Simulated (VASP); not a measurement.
Wanted: the native input for a VASP 6.6.1 run.

```
Task                   : single point
Functional             : PBE
Potentials or basis    : VASP PAW PBE potentials, release 64 (Si, O)
Cutoff                 : 520 eV
k mesh                 : 6 × 6 × 8
Occupations            : gaussian, width 0.05 eV
Spin                   : no spin polarisation
Dipole correction      : no
Further INCAR settings : ALGO = Normal; EDIFF = 1e-07; NBANDS = 25
```

The structure of SiO2 lies in POSCAR:

```
SiO2
1.0
    4.2358788266      0.0000000000      0.0000000000
    0.0000000000      4.1371828499      0.0000000000
    0.0000000000      0.0000000000      2.6897743046
Si O
2 4
Direct
    0.5000000000      0.5000000000      0.5000000000
    0.0000000000      0.0000000000      0.0000000000
    0.7023276386      0.6836979468      0.0000000000
    0.2023276386      0.8163020532      0.5000000000
    0.2976723614      0.3163020532      0.0000000000
    0.7976723614      0.1836979468      0.5000000000
```

This cell differs from its parent crystal: atoms displaced along a vibrational mode, the cell strained.

The input as run:

INCAR

```
PREC     = Accurate       # precision mode
ENCUT    = 520            # plane-wave cutoff, eV
EDIFF    = 1E-7           # SCF threshold, eV
ISMEAR   = 0              # smearing method
SIGMA    = 0.05           # smearing width, eV
LREAL    = F              # projectors in reciprocal space
LASPH    = T              # aspherical terms in the spheres
NELM     = 60             # most SCF steps
ALGO     = Normal         # electronic algorithm
ISIF     = 2              # what is computed and relaxed
LWAVE    = F              # write WAVECAR
LCHARG   = T              # write CHGCAR
GGA      = PE             # functional
LELF     = T              # ELF
LVHAR    = T            
NBANDS   = 25             # bands
```

KPOINTS

```
Automatic mesh
0
Gamma
  6 6 8
```

Potentials or basis: VASP PAW PBE potentials, release 64 (Si, O).

The run is started by

```sh
$ cat potpaw_PBE.64/Si/POTCAR potpaw_PBE.64/O/POTCAR > POTCAR
$ mpirun -np 1 vasp_std > vasp.out
```

Results of the run:

| Property | Result |
| --- | --- |
| Pressure | 6.8 GPa |
| Largest force | 0.302 eV/Å |
| Band gap on the k mesh | 5.37 eV |

Caveat: the cell differs from its parent crystal (atoms displaced along a vibrational mode, the cell strained); the stress differs along the axes, from 1 to 14 GPa.

Wall time 28 s on 1 thread of Intel(R) Xeon(R) Platinum 8559C (Emerald Rapids) (shared host), peak memory 0.19 GiB.
